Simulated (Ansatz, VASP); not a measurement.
MgB2 in VASP and in Ansatz

```
Mg B
1.0
     3.06462    0.00000    0.00000
    -1.53231    2.65404    0.00000
     0.00000    0.00000    3.49672
Mg B
1 2
Cartesian
  0.0000 0.0000 0.0000
  0.0000 1.7694 1.7484
  1.5323 0.8847 1.7484
```

Alike in both runs: functional PBEsol; k mesh 14 × 14 × 10; occupations fermi-dirac, width 0.1 eV; no spin polarisation.

Ansatz relaxed the structure, and its values are those at the end. VASP's run is a single point on that final structure, the one shown.

|  | VASP | Ansatz |
| --- | --- | --- |
| version | VASP 6.6.1 | Ansatz 0.2.0 |
| potentials or method | VASP PAW PBE potentials, release 64 (Mg, B) | PAW with Ansatz's default frozen-core files, scalar-relativistic |
| plane-wave cutoff (eV) | 520 | 420 |
| valence electrons in the cell | 8 | 16 |

```tsv
	VASP	Ansatz	Ansatz less VASP
pressure (GPa)	0.0	0.0	0.00
```

VASP's potentials were made for PBE, not for PBEsol. VASP's potentials hold 8 valence electrons a cell and Ansatz's 16, so a difference there can come from the potentials and not from the codes.
